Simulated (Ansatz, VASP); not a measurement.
# Zr in VASP and in Ansatz

The input INCAR:

```
PREC     = Accurate       # precision mode
ENCUT    = 400            # plane-wave cutoff, eV
EDIFF    = 1E-6           # SCF threshold, eV
ISMEAR   = 1              # smearing method
SIGMA    = 0.1            # smearing width, eV
LREAL    = False          # projectors in reciprocal space
LASPH    = True           # aspherical terms in the spheres
NELM     = 120            # most SCF steps
ALGO     = Normal         # electronic algorithm
ISIF     = 2              # what is computed and relaxed
LWAVE    = False          # write WAVECAR
LCHARG   = False          # write CHGCAR
LDIPOL   = True         
IDIPOL   = 3            
DIPOL    = 0.5 0.5 0.376
GGA      = PS             # functional
IVDW     = 13             # dispersion correction
NBANDS   = 25             # bands
GGA_COMPAT= False        
NELMDL   = -8
```

File KPOINTS:

```
Automatic mesh
0
Gamma
  12 12 1
```

POSCAR

```
Zr
1.0
    3.1854210977      0.0000000000      0.0000000000
   -1.5927105489      2.7586555924      0.0000000000
    0.0000000000      0.0000000000     25.1912758847
Zr
3
Direct
    0.3333333333      0.6666666667      0.2778739764
    0.6666666667      0.3333333333      0.3741950317
    0.3333333333      0.6666666667      0.4765079308
```

Input for Ansatz:

```yaml
crystal:
  lattice:
    - [3.1854210977, 0.0, 0.0]
    - [-1.5927105489, 2.7586555924, 0.0]
    - [0.0, 0.0, 25.1912758847]
  atoms:
    - { symbol: Zr, position: [0.3333333333, 0.6666666667, 0.2778739764] }
    - { symbol: Zr, position: [0.6666666667, 0.3333333333, 0.3741950317] }
    - { symbol: Zr, position: [0.3333333333, 0.6666666667, 0.4765079308] }
basis:
  ecutwfc: 420
kpoints:
  mp_grid: { grid: [12, 12, 1] }
hamiltonian:
  xc: pbesol
  dispersion: d4
  pseudopotentials: { kind: paw, azcp: { folder: soft_1 } }
scf:
  occupations: { method: methfessel_paxton, width: 0.1 }
  n_extra_bands: 8
  max_iter: 160
output:
  forces: true
  eigenvalues: true
  write_density: true
  write_potential: true
  elf: true
  volumetric_format: npy
efield:
  axis: 3
  dipole_correction: true
```

Alike in both runs: task single point; functional PBEsol; dispersion D4; k mesh 12 × 12 × 1; occupations methfessel-paxton of order 1, width 0.1 eV; no spin polarisation.

|  | VASP | Ansatz |
| --- | --- | --- |
| version | VASP 6.6.1 | Ansatz 0.2.0 |
| potentials or method | VASP PAW PBE potentials, release 64 (Zr_sv), cutoff 400 eV | scalar-relativistic, plane waves, PAW |
| valence electrons in the cell | 36 | 36 |

|  | VASP | Ansatz | Ansatz less VASP |
| --- | --- | --- | --- |
| gap on the k mesh at the Fermi level (eV) | none | none | - |
| rms of the force components (eV/Å) | 0.179 | 0.179 | +0.0001 |

VASP's potentials were made for PBE, not for PBEsol, and Ansatz warns of the same on its side. Atom by atom the forces differ by 0.002 eV/Å (rms over components). A gap of «none» marks a metal or a gap that the smearing closes. Ansatz's warnings: xc potential rough in thin density.
